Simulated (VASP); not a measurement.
# W12CO: single point with PBE

The system is W12CO, a slab with vacuum.

```xyz
14
Lattice="5.5141 0.0000 0.0000 -1.8380 5.1987 0.0000 0.0000 0.0000 22.5060" Properties=species:S:1:pos:R:3 pbc="T T T"
W     0.9190    1.2997    4.0000
W     0.0000    3.8990    4.0000
W     3.6761    1.2997    4.0000
W     2.7570    3.8990    4.0000
W     0.0000    0.0000    6.1780
W    -0.9190    2.5994    6.1780
W     2.7570    0.0000    6.1780
W     1.8380    2.5994    6.1780
W     0.9190    1.2997    8.3560
W     0.0000    3.8990    8.3560
W     3.6761    1.2997    8.3560
W     2.7570    3.8990    8.3560
C     1.5317    2.1661   12.5460
O     1.5317    2.1661   13.6960
```

- Program: VASP 6.6.1
- Task: single point
- Functional: PBE
- Potentials or basis: VASP PAW PBE potentials, release 64 (W_sv, C, O)
- Cutoff: 520 eV
- k mesh: 5 × 5 × 1
- Occupations: gaussian, width 0.1 eV
- Spin: no spin polarisation

The largest force is 0.730 eV/Å and the band gap on the k mesh is zero (bands 89 and 90 overlap by 1.23 eV).

Forces on the atoms (eV/Å):
```
W    0.003  0.004 -0.018
W    0.000 -0.001 -0.018
W   -0.001  0.000 -0.018
W   -0.002 -0.003 -0.016
W   -0.002 -0.003  0.024
W    0.001  0.001 -0.001
W    0.001  0.002 -0.001
W   -0.001 -0.001 -0.006
W    0.010  0.014  0.054
W    0.004 -0.002 -0.008
W   -0.003  0.003 -0.008
W   -0.004 -0.005  0.004
C   -0.009 -0.013  0.730
O    0.003  0.004 -0.717
```

Levels at points of the mesh, in eV from the Fermi level:
```
           k point  band 86  band 87  band 88  band 89  band 90  band 91  band 92  band 93
(0.00, 0.00, 0.00)     0.02     0.40     0.73     0.79     1.40     1.40     1.52     1.52
```

Wall time 37 min on 1 thread of Intel(R) Xeon(R) Platinum 8259CL CPU @ 2.50GHz (Skylake/Cascade Lake), with other jobs on the host, peak memory 0.88 GiB.

Caveat: spin-orbit coupling is left out, which moves the levels of the heavy elements.
